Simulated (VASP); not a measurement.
GaN:

```
Ga N
1.0
     0.04335    2.24732    2.24732
     2.24732    0.04335    2.24732
     2.24732    2.24732    0.04335
Ga N
1 1
Direct
  0.00151 0.00151 0.00151
  0.24849 0.24849 0.24849
```

This cell differs from its parent crystal: epitaxial 111 strain -2.0%.

Base run:

* Program: VASP 6.6.1
* Functional: r2SCAN
* Potentials or basis: VASP PAW PBE potentials, release 64 (Ga_d, N)
* Cutoff: 520 eV
* k mesh: 10 × 10 × 10
* Occupations: gaussian, width 0.01 eV
* Spin: no spin polarisation

Its results: band gap on the k mesh 2.27 eV, direct; pressure 7.9 GPa; largest force 0.006 eV/Å.

Q: The run is repeated on the same cell with these changes: functional from r2SCAN to PBE; occupations from gaussian, width 0.01 eV to fermi-dirac, width 0.02 eV. What comes out?

A: Band gap on the k mesh 1.87 eV, direct; pressure 12.9 GPa; largest force 0.021 eV/Å.

Caveats: the PAW data sets were made with another functional, which shifts forces and pressure a little (some runs).

